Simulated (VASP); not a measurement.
# TlCl (Pm-3m) in VASP: further runs

The runs below take TlCl through single point, with LDA, PBE.

Program: VASP 6.6.1. These are calculated values, not measurements. Logs are shortened: lines on timing, memory, paths and dates and some standing lists are left out, and cuts for length are marked.

## (1) The cell of the first run

The structure is cubic, space group Pm-3m (No. 221). Conventional cell: a = 3.794 Å, b = 3.794 Å, c = 3.794 Å, α = 90.00°, β = 90.00°, γ = 90.00°. Within 4.3 Å of Tl (site symmetry m-3m) lie 8 Cl at 3.29 Å and 6 Tl at 3.79 Å. Within 4.3 Å of Cl (site symmetry m-3m) lie 8 Tl at 3.29 Å and 6 Cl at 3.79 Å.

## (2) Single point, LDA

INCAR reads:

```
PREC = Accurate ; ENCUT = 500
EDIFF = 1E-6 ; ISMEAR = 0
SIGMA = 0.01 ; LREAL = F
LASPH = T ; NELM = 120
ALGO = Normal ; ISIF = 2
LWAVE = F ; LCHARG = F
NBANDS = 17 ; GGA_COMPAT = F
```

KPOINTS reads:

```
regular mesh
0
Gamma
  4 4 4
```

POSCAR reads:

```
TlCl
1.0
    3.7936346884      0.0000000000      0.0000000000
    0.0000000000      3.7936346884      0.0000000000
    0.0000000000      0.0000000000      3.7936346884
Tl Cl
1 1
Direct
    0.0000000000      0.0000000000      0.0000000000
    0.5000000000      0.5000000000      0.5000000000
```

Potentials or basis: VASP PAW LDA potentials, release 64 (Tl_d, Cl).

Run with:

```
cat potpaw_LDA.64/Tl_d/POTCAR potpaw_LDA.64/Cl/POTCAR > POTCAR
mpirun -np 1 vasp_std > vasp.out
```

OUTCAR:

```text
PREC = Accurate
   ENCUT = 500
   EDIFF = 1E-6
   ISMEAR = 0
   LREAL = F
   LASPH = T
   NELM = 120
   ISIF = 2

 ion  position               nearest neighbor table
   1  0.000  0.000  0.000-   2 3.29   2 3.29   2 3.29   2 3.29   2 3.29   2 3.29   2 3.29   2 3.29

   2  0.500  0.500  0.500-   1 3.29   1 3.29   1 3.29   1 3.29   1 3.29   1 3.29   1 3.29   1 3.29

  LATTYP: Found a simple cubic cell.
 ALAT       =     3.7936346884

  Lattice vectors:

 A1 = (   3.7936346884,   0.0000000000,   0.0000000000)
 A2 = (   0.0000000000,   3.7936346884,   0.0000000000)
 A3 = (   0.0000000000,   0.0000000000,   3.7936346884)

Analysis of symmetry for initial positions (statically):
=====================================================================
 Subroutine PRICEL returns:
 Original cell was already a primitive cell.

 Routine SETGRP: Setting up the symmetry group for a
 simple cubic supercell.

 Subroutine GETGRP returns: Found 48 space group operations
 (whereof 48 operations were pure point group operations)
 out of a pool of 48 trial point group operations.

The static configuration has the point symmetry O_h .

Analysis of symmetry for dynamics (positions and initial velocities):
=====================================================================
 Subroutine PRICEL returns:
 Original cell was already a primitive cell.

 Routine SETGRP: Setting up the symmetry group for a
 simple cubic supercell.

 Subroutine GETGRP returns: Found 48 space group operations
 (whereof 48 operations were pure point group operations)
 out of a pool of 48 trial point group operations.

The dynamic configuration has the point symmetry O_h .

 Subroutine INISYM returns: Found 48 space group operations
 (whereof 48 operations are pure point group operations),
 and found     1 'primitive' translations

----------------------------------------------------------------------------------------

                                     Primitive cell

  volume of cell :      54.5967

  direct lattice vectors                    reciprocal lattice vectors
     3.793634688  0.000000000  0.000000000     0.263599445  0.000000000  0.000000000
     0.000000000  3.793634688  0.000000000     0.000000000  0.263599445  0.000000000
     0.000000000  0.000000000  3.793634688     0.000000000  0.000000000  0.263599445

  length of vectors
     3.793634688  3.793634688  3.793634688     0.263599445  0.263599445  0.263599445

  position of ions in fractional coordinates (direct lattice)
     0.000000000  0.000000000  0.000000000
     0.500000000  0.500000000  0.500000000

  ion indices of the primitive-cell ions
   primitive index   ion index
                 1           1
                 2           2

----------------------------------------------------------------------------------------

 KPOINTS: regular mesh

Automatic generation of k-mesh.
 Grid dimensions read from file:
 generate k-points for:    4    4    4

 Generating k-lattice:

  Cartesian coordinates                     Fractional coordinates (reciprocal lattice)
     0.065899861  0.000000000  0.000000000     0.250000000  0.000000000  0.000000000
     0.000000000  0.065899861  0.000000000     0.000000000  0.250000000  0.000000000
     0.000000000  0.000000000  0.065899861     0.000000000  0.000000000  0.250000000

  Length of vectors
     0.065899861  0.065899861  0.065899861

  Shift w.r.t. Gamma in fractional coordinates (k-lattice)
     0.000000000  0.000000000  0.000000000

 Subroutine IBZKPT returns following result:
 ===========================================

 Found     10 irreducible k-points:

 Following reciprocal coordinates:
            Coordinates               Weight
  0.000000  0.000000  0.000000      1.000000
  0.250000  0.000000  0.000000      6.000000
  0.500000  0.000000  0.000000      3.000000
  0.250000  0.250000  0.000000     12.000000
  0.500000  0.250000  0.000000     12.000000
  0.500000  0.500000  0.000000      3.000000
  0.250000  0.250000  0.250000      8.000000
  0.500000  0.250000  0.250000     12.000000
  0.500000  0.500000  0.250000      6.000000
  0.500000  0.500000  0.500000      1.000000
   k-points           NKPTS =     10   k-points in BZ     NKDIM =     10   number of bands    NBANDS=     17
   number of dos      NEDOS =    301   number of ions     NIONS =      2
   total plane-waves  NPLWV =  21952
   dimension x,y,z NGX =    28 NGY =   28 NGZ =   28
   dimension x,y,z NGXF=    56 NGYF=   56 NGZF=   56
   ions per type =               1   1
   NGX,Y,Z   is equivalent  to a cutoff of  12.27, 12.27, 12.27 a.u.
   NGXF,Y,Z  is equivalent  to a cutoff of  24.54, 24.54, 24.54 a.u.
 SYSTEM =  unknown system
   PREC   = accura    normal or accurate (medium, high low for compatibility)
   ISTART =      0    job   : 0-new  1-cont  2-samecut
   ICHARG =      2    charge: 1-file 2-atom 10-const
   ISPIN  =      1    spin polarized calculation?
   LNONCOLLINEAR =      F non collinear calculations
   LSORBIT =      F    spin-orbit coupling
   LASPH  =      T    aspherical Exc in radial PAW
   ENCUT  =  500.0 eV  36.75 Ry    6.06 a.u.   6.92  6.92  6.92*2*pi/ulx,y,z
   NELM   =    120;   NELMIN=  2; NELMDL= -5     # of ELM steps
   EDIFF  = 0.1E-05   stopping-criterion for ELM
   LREAL  =      F    real-space projection
   EDIFFG = 0.1E-04   stopping-criterion for IOM
   NSW    =      0    number of steps for IOM
   IBRION =     -1    ionic relax: 0-MD 1-quasi-New 2-CG
   NFREE  =      0    steps in history (QN), initial steepest desc. (CG)
   ISIF   =      2    stress and relaxation
   ISYM   =      2    0-nonsym 1-usesym 2-fastsym
   POTIM  = 0.5000    time-step for ionic-motion
   TEBEG  =    0.0;   TEEND  =   0.0 temperature during run
   PSTRESS=    0.0 pullay stress
   NELECT =      20.0000    total number of electrons
   NUPDOWN=      -1.0000    fix difference up-down
   EMIN   =  10.00;   EMAX   =-10.00  energy-range for DOS
   EFERMI =   0.00;   METHOD = LEGACY
   ISMEAR =     0;   SIGMA  =   0.01  broadening in eV -4-tet -1-fermi 0-gaus
   EFERMI_NEDOS =   21; number of points for ismear=-14 and -15
   IALGO  =     38    algorithm
   IMIX   =      4    mixing-type and parameters
     AMIX     =   0.40;   BMIX     =  1.00
     AMIX_MAG =   1.60;   BMIX_MAG =  1.00
  volume/ion in A,a.u.               =      27.30       184.22
  Fermi-wavevector in a.u.,A,eV,Ry     =   1.171375  2.213578 18.668821  1.372120
  Thomas-Fermi vector in A             =   2.307820
   LORBIT       =      0    0 simple, 1 ext, 2 COOP (PROOUT), +10 PAW based schemes
   GGA     = CA    functional components
   LHFCALC =     F    Hartree Fock is set to
   AEXX    =    0.0000 exact exchange contribution
   IVDW    =     0    specifies the selected vdW correction
   LEPSILON=     F    determine dielectric tensor
   LRPA    =     F    only Hartree local field effects (RPA)
 non-spin polarized calculation
 Gauss-broadening in eV      SIGMA  =   0.01
  energy-cutoff  :      500.00
  volume of cell :       54.60
 maximum number of plane-waves:      1406
 NGX is ok and might be reduce to    28
   NGX = 13   NGY = 13   NGZ = 13

 number of electron      19.9999995 magnetization

 Free energy of the ion-electron system (eV)
  ---------------------------------------------------
  ext. energy  EPLUGINS =         0.00000000
  ---------------------------------------------------
  free energy    TOTEN  =        -6.96352189 eV

  energy without entropy =       -6.96352189  energy(sigma->0) =       -6.96352189

 E-fermi :   2.8972     XC(G=0):  -9.7442

 val. band max:        2.8517370452   @ k =   0.5000   0.0000   0.0000
 cond. band min:       4.6081038439   @ k =   0.5000   0.0000   0.0000
 fundamental gap:      1.7563667987
 Fermi energy:         2.8971538416

 k-point     1 :       0.0000    0.0000    0.0000
  band No.  band energies     occupation
      1     -11.0394      2.00000
      2      -7.1650      2.00000
      3      -7.1650      2.00000
      4      -6.8919      2.00000
      5      -6.8919      2.00000
      6      -6.8919      2.00000
[... 9 lines left out ...]
     16      15.5117      0.00000
     17      17.0035      0.00000

 k-point     2 :       0.2500    0.0000    0.0000
  band No.  band energies     occupation
      1     -10.8966      2.00000
      2      -7.1563      2.00000
      3      -7.0686      2.00000
      4      -6.9396      2.00000
      5      -6.9396      2.00000
      6      -6.8875      2.00000
[... 9 lines left out ...]
     16      15.8495      0.00000
     17      16.9143      0.00000

 k-point     3 :       0.5000    0.0000    0.0000
  band No.  band energies     occupation
      1     -10.7421      2.00000
      2      -7.1475      2.00000
      3      -6.9862      2.00000
      4      -6.9862      2.00000
      5      -6.9815      2.00000
      6      -6.8832      2.00000
[... 9 lines left out ...]
     16      16.7487      0.00000
     17      16.9098      0.00000

 k-point     4 :       0.2500    0.2500    0.0000
  band No.  band energies     occupation
      1     -10.7924      2.00000
      2      -7.1081      2.00000
      3      -7.0006      2.00000
      4      -6.9503      2.00000
      5      -6.9355      2.00000
      6      -6.9258      2.00000
[... 9 lines left out ...]
     16      14.5871      0.00000
     17      14.9838      0.00000

 k-point     5 :       0.5000    0.2500    0.0000
  band No.  band energies     occupation
      1     -10.6834      2.00000
      2      -7.0888      2.00000
      3      -6.9730      2.00000
      4      -6.9536      2.00000
      5      -6.9217      2.00000
      6      -6.9078      2.00000
[... 9 lines left out ...]
     16      15.2384      0.00000
     17      15.8299      0.00000

 k-point     6 :       0.5000    0.5000    0.0000
  band No.  band energies     occupation
      1     -10.6238      2.00000
      2      -7.0571      2.00000
      3      -6.9597      2.00000
      4      -6.9597      2.00000
      5      -6.9114      2.00000
      6      -6.8104      2.00000
[... 9 lines left out ...]
     16      14.1185      0.00000
     17      14.4189      0.00000

 k-point     7 :       0.2500    0.2500    0.2500
  band No.  band energies     occupation
      1     -10.6986      2.00000
      2      -7.0017      2.00000
      3      -7.0017      2.00000
      4      -6.9777      2.00000
      5      -6.9777      2.00000
      6      -6.9149      2.00000
[... 9 lines left out ...]
     16      14.8804      0.00000
     17      17.5190      0.00000

 k-point     8 :       0.5000    0.2500    0.2500
  band No.  band energies     occupation
      1     -10.6005      2.00000
      2      -7.0452      2.00000
      3      -6.9854      2.00000
      4      -6.9808      2.00000
      5      -6.9361      2.00000
      6      -6.8805      2.00000
[... 9 lines left out ...]
     16      14.5122      0.00000
     17      18.2246      0.00000

 k-point     9 :       0.5000    0.5000    0.2500
  band No.  band energies     occupation
      1     -10.5142      2.00000
      2      -7.0349      2.00000
      3      -7.0349      2.00000
      4      -7.0036      2.00000
      5      -6.9315      2.00000
      6      -6.8081      2.00000
[... 9 lines left out ...]
     16      14.9143      0.00000
     17      19.0278      0.00000

 k-point    10 :       0.5000    0.5000    0.5000
  band No.  band energies     occupation
      1     -10.3956      2.00000
      2      -7.1065      2.00000
      3      -7.1065      2.00000
      4      -7.1065      2.00000
      5      -6.8057      2.00000
      6      -6.8057      2.00000
[... 9 lines left out ...]
     16      15.6016      0.00000
     17      19.9594      0.00000

------------------------ aborting loop because EDIFF is reached ----------------------------------------

  FORCE on cell =-STRESS in cart. coord.  units (eV):
  Direction    XX          YY          ZZ          XY          YZ          ZX
  --------------------------------------------------------------------------------------
  -------------------------------------------------------------------------------------
  Total       -0.7953236     -0.7953236     -0.7953236     -0.0000000      0.0000000      0.0000000
  in kB      -23.3393067    -23.3393067    -23.3393067     -0.0000000      0.0000000      0.0000000
  external PRESSURE =     -23.3393067 kB  Pullay stress =       0.0000000 kB

 VOLUME and BASIS-vectors are now :
 -----------------------------------------------------------------------------
  energy-cutoff  :      500.00
  volume of cell :       54.60
      direct lattice vectors                 reciprocal lattice vectors
     3.793634688  0.000000000  0.000000000     0.263599445  0.000000000  0.000000000
     0.000000000  3.793634688  0.000000000     0.000000000  0.263599445  0.000000000
     0.000000000  0.000000000  3.793634688     0.000000000  0.000000000  0.263599445

 POSITION                                       TOTAL-FORCE (eV/Angst)
 -----------------------------------------------------------------------------------
      0.00000      0.00000      0.00000         0.000000      0.000000      0.000000
      1.89682      1.89682      1.89682         0.000000      0.000000      0.000000
 -----------------------------------------------------------------------------------
    total drift:                               -0.000000      0.000000      0.000000

  FREE ENERGIE OF THE ION-ELECTRON SYSTEM (eV)
  ---------------------------------------------------
  free  energy   TOTEN  =        -6.9635218880 eV

  energy  without entropy=       -6.9635218880  energy(sigma->0) =       -6.96352189
```

It took 5.3 s on 1 thread of Intel Xeon 8259CL, shared host; peak memory 0.14 GiB.

What came out:

```yaml
Free_energy: -6.9635 eV
Pressure: -2.3 GPa
Band_gap_on_the_k_mesh: 1.76 eV
```

Caveat: spin-orbit coupling is left out, which moves the levels of the heavy elements. A k mesh can miss the band edges.

## (3) Single point, PBE

INCAR reads:

```
PREC = Accurate ; ENCUT = 500
EDIFF = 1E-6 ; ISMEAR = 0
SIGMA = 0.01 ; LREAL = False
LASPH = True ; NELM = 120
ALGO = Normal ; ISIF = 2
LWAVE = False ; LCHARG = False
GGA = PE ; NBANDS = 17
GGA_COMPAT = False
```

KPOINTS reads:

```
regular mesh
0
Gamma
  6 6 6
```

POSCAR is that of step 2.

Potentials or basis: VASP PAW PBE potentials, release 64 (Tl_d, Cl).

Run with:

```
cat potpaw_PBE.64/Tl_d/POTCAR potpaw_PBE.64/Cl/POTCAR > POTCAR
mpirun -np 1 vasp_std > vasp.out
```

Wall time 12 s (1 thread of Intel Xeon 8259CL, shared host); peak memory 0.16 GiB.

The run converged. Its results:

| Property | Result |
| --- | --- |
| Free energy | -5.9848 eV |
| Pressure | 2.2 GPa |
| Band gap on the k mesh | 2.00 eV |

Levels at points of the mesh, in eV from the valence-band top:
| k point | band 6 | band 7 | band 8 | band 9 | band 10 | band 11 | band 12 | band 13 | band 14 | band 15 |
| --- | --- | --- | --- | --- | --- | --- | --- | --- | --- | --- |
| (0.00, 0.00, 0.00) | -9.74 | -4.64 | -1.68 | -1.68 | -1.68 | 7.75 | 7.75 | 7.94 | 7.94 | 7.94 |
| (0.50, 0.00, 0.00) | -9.74 | -5.65 | -1.22 | -1.22 | 0.00 | 2.00 | 6.57 | 6.57 | 8.66 | 11.60 |
| (0.50, 0.50, 0.00) | -9.67 | -3.42 | -3.22 | -3.22 | -1.18 | 4.91 | 4.91 | 8.42 | 8.60 | 11.42 |
| (0.50, 0.50, 0.50) | -9.66 | -2.18 | -2.18 | -2.18 | -2.13 | 2.41 | 2.41 | 2.41 | 13.02 | 13.02 |

Caveat: spin-orbit coupling is left out, which moves the levels of the heavy elements. As with any semilocal functional, this PBE gap is likely too small.
